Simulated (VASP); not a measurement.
Wanted: the native input for a VASP 6.6.1 run.

```yaml
Task: relaxation of cell and atoms
Functional: PBE
Potentials_or_basis: VASP PAW PBE potentials, release 64 (Ca_sv, Sn_d)
Cutoff: 600 eV
k_mesh: 12 × 12 × 12
Occupations: gaussian, width 0.1 eV
Spin: no spin polarisation
Dipole_correction: no
Further_INCAR_settings: ALGO = Fast; EDIFF = 1e-06; IBRION = 2; EDIFFG = -0.01; NSW = 100; ISIF = 3
```

The structure of CaSn2 lies in POSCAR:

```
CaSn2
1.0
    0.0000000000      3.6563812782      3.6563812782
    3.6563812782      0.0000000000      3.6563812782
    3.6563812782      3.6563812782      0.0000000000
Ca Sn
1 2
Direct
    0.0000000000      0.0000000000      0.0000000000
    0.2500000000      0.2500000000      0.2500000000
    0.7500000000      0.7500000000      0.7500000000
```

The input as run:

INCAR

```
SYSTEM = CaSn2
PREC = Accurate ; ENCUT = 600
EDIFF = 1E-6 ; ISMEAR = 0
SIGMA = 0.1 ; LREAL = .FALSE.
LASPH = .TRUE. ; NELM = 100
ALGO = Fast ; ISIF = 3
LWAVE = .FALSE. ; LCHARG = .FALSE.
GGA = PE ; IBRION = 2
NSW = 100 ; EDIFFG = -0.01
```

KPOINTS

```
Automatic mesh
0
G
  12 12 12
  0 0 0
```

Potentials or basis: VASP PAW PBE potentials, release 64 (Ca_sv, Sn_d).

Launch:

```sh
$ cat potpaw_PBE.64/Ca_sv/POTCAR potpaw_PBE.64/Sn_d/POTCAR > POTCAR
$ mpirun -np 1 vasp_std > vasp.out
```

Results of the run:

The relaxed volume is 32.41 Å³/atom. The relaxed cell is a = 5.161 Å, b = 5.161 Å, c = 5.161 Å, α = 60.00°, β = 60.00°, γ = 60.00° and the space group after relaxing (to 0.1 Å) is Fm-3m (No. 225). The energy gained by relaxing is 0.1 meV/atom. The ionic steps are 2. The pressure after relaxing is 0.0 GPa and the band gap on the k mesh is zero (bands 19 and 20 overlap by 0.24 eV).

Caveat: spin-orbit coupling is left out, which moves the levels of the heavy elements.

Run time: 6.8 min on 1 thread of Intel(R) Xeon(R) Platinum 8488C (Sapphire Rapids) (shared host), peak memory 0.4 GiB.
